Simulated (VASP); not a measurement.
HfTa4F, 6 atoms in the cell. The structure is tetragonal, space group I4/mmm (No. 139). The conventional cell has a = 5.975 Å, b = 5.975 Å, c = 6.027 Å, α = 90.00°, β = 90.00°, γ = 90.00°. Hf (site symmetry 4/mmm) has 8 Ta at 2.59 Å and 2 F at 3.01 Å within 3.4 Å. Ta (site symmetry 2/m) has 2 Hf at 2.59 Å and 2 F at 2.59 Å and 6 Ta at 2.99 to 3.01 Å within 3.4 Å. F (site symmetry 4/mmm) has 8 Ta at 2.59 Å and 2 Hf at 3.01 Å within 3.4 Å. The cell was generated, and may not be a known phase.

- Program: VASP 6.6.1
- Task: single point
- Functional: PBE
- Potentials or basis: VASP PAW PBE potentials, release 64 (Hf_pv, Ta_pv, F)
- Cutoff: 600 eV
- k mesh: 4 × 4 × 4
- Occupations: gaussian, width 0.1 eV
- Spin: collinear spin
- Starting moments: [0.0, 1.0, 1.0, 1.0, 1.0, 0.0] μB
- Dipole correction: no
- Further INCAR settings: ALGO = Normal; EDIFF = 1e-06; NBANDS = 44

Potentials or basis: VASP PAW PBE potentials, release 64 (Hf_pv, Ta_pv, F).

Command:

```bash
$ cat potpaw_PBE.64/Hf_pv/POTCAR potpaw_PBE.64/Ta_pv/POTCAR potpaw_PBE.64/F/POTCAR > POTCAR
$ mpirun -np 1 vasp_std > vasp.out
```

Hardware: 1 thread of Oxide Virtual Turin-like Processor (shared host).

Question: Estimate the wall time of this run.

Answer: Wall time 4.7 min on 1 thread of Oxide Virtual Turin-like Processor, with other jobs on the host, peak memory 0.35 GiB. Counts: scf iterations 15, k points 13.
